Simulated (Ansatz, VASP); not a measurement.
## Two plane-wave programs on Sr

Contents of INCAR:

```
SYSTEM = Sr
  PREC = Accurate
  ENCUT = 600
  EDIFF = 1E-7
  ISMEAR = 0
  SIGMA = 0.1
  LREAL = .FALSE.
  LASPH = .TRUE.
  NELM = 60
  ALGO = Fast
  ISIF = 3
  LWAVE = .FALSE.
  LCHARG = .FALSE.
  GGA = PS
  IBRION = 2
  NSW = 100
  EDIFFG = -0.005
```

Contents of KPOINTS:

```
regular mesh
0
G
  12 12 12
  0 0 0
```

Contents of POSCAR:

```
Sr
1.0
   -2.3648849949      2.3648849949      2.3648849949
    2.3648849949     -2.3648849949      2.3648849949
    2.3648849949      2.3648849949     -2.3648849949
Sr
1
Direct
    0.0000000000      0.0000000000      0.0000000000
```

Input for Ansatz:

```yaml
crystal:
  lattice:
    - [-2.3648849949, 2.3648849949, 2.3648849949]
    - [2.3648849949, -2.3648849949, 2.3648849949]
    - [2.3648849949, 2.3648849949, -2.3648849949]
  atoms:
    - { symbol: Sr, position: [0.0, 0.0, 0.0] }
basis:
  ecutwfc: 420
kpoints:
  mp_grid: { grid: [12, 12, 12] }
hamiltonian:
  xc: pbesol
scf:
  occupations: { method: gaussian, width: 0.1 }
output:
  forces: true
  stress: true
  eigenvalues: true
  write_density: true
  write_potential: true
  elf: true
  volumetric_format: npy
relax:
  adjacent_minimum: "off"
  f_tol: 0.005
  max_steps: 80
  cell: { stress_tol: 0.05 }
```

Alike in both runs: task relaxation of cell and atoms; functional PBEsol; k mesh 12 × 12 × 12; occupations gaussian, width 0.1 eV; no spin polarisation.

|  | VASP | Ansatz |
| --- | --- | --- |
| version | VASP 6.6.1 | Ansatz 0.2.0 |
| potentials or method | VASP PAW PBE potentials, release 64 (Sr_sv), cutoff 600 eV | scalar-relativistic, plane waves, PAW |
| valence electrons in the cell | 10 | 10 |

```tsv
	VASP	Ansatz	Ansatz less VASP
gap on the k mesh at the Fermi level, each at its own relaxed structure (eV)	none	none	-
relaxed volume (Å³/atom)	50.99	50.85	-0.141
relaxed cell length with the largest relative difference (Å)	4.046	4.042	-0.0037
```

VASP's potentials were made for PBE, not for PBEsol. A gap of «none» marks a metal or a gap that the smearing closes.
